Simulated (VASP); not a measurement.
Wanted: the native input for a VASP 6.6.1 run.

```yaml
Task: electric field gradients
Functional: PBEsol
Potentials_or_basis: VASP PAW PBE potentials, release 64 (Ba_sv, S)
Cutoff: 520 eV
k_mesh: 8 × 8 × 8
Occupations: fermi-dirac, width 0.02 eV
Spin: no spin polarisation
Dipole_correction: no
Further_INCAR_settings: ALGO = Normal; EDIFF = 1e-08; NBANDS = 15
```

The structure of BaS lies in POSCAR:

```
BaS
1.0
    0.0000000000      3.1937500000      3.1618125000
    3.1937500000      0.0000000000      3.1618125000
    3.1937500000      3.1937500000      0.0000000000
Ba S
1 1
Direct
    0.0000000000      0.0000000000      0.0000000000
    0.5000000000      0.5000000000      0.5000000000
```

This cell differs from its parent crystal: zz strain of -1 %.

One way to write it, as run:

INCAR

```
PREC     = Accurate       # precision mode
ENCUT    = 520            # plane-wave cutoff, eV
EDIFF    = 1E-8           # SCF threshold, eV
ISMEAR   = -1             # smearing method
SIGMA    = 0.02           # smearing width, eV
LREAL    = False          # projectors in reciprocal space
LASPH    = True           # aspherical terms in the spheres
NELM     = 60             # most SCF steps
ALGO     = Normal         # electronic algorithm
ISIF     = 2              # what is computed and relaxed
LWAVE    = False          # write WAVECAR
LCHARG   = False          # write CHGCAR
GGA      = PS             # functional
LEFG     = True         
NBANDS   = 15             # bands
```

KPOINTS

```
Automatic mesh
0
Gamma
  8 8 8
```

Potentials or basis: VASP PAW PBE potentials, release 64 (Ba_sv, S).

Run with:

```console
$ cat potpaw_PBE.64/Ba_sv/POTCAR potpaw_PBE.64/S/POTCAR > POTCAR
$ mpirun -np 1 vasp_std > vasp.out
```

It gave:

```yaml
Pressure: -0.1 GPa
Band_gap_on_the_k_mesh: 1.94 eV (least direct gap 2.07 eV)
Largest_electric_field_gradient_by_atom: Ba -13.5; S -3.9 V/Å²
```

Caveat: the cell differs from its parent crystal (zz strain of -1 %); without QUAD_EFG the Cq values of the log hold for a quadrupole moment of 1 mb, not for the nuclei; the PAW data sets were made with another functional, which shifts forces and pressure a little; spin-orbit coupling is left out, which moves the levels of the heavy elements.

Run time: 43 s on 1 thread of Intel(R) Xeon(R) Platinum 8488C (Sapphire Rapids) (shared host), peak memory 0.23 GiB.
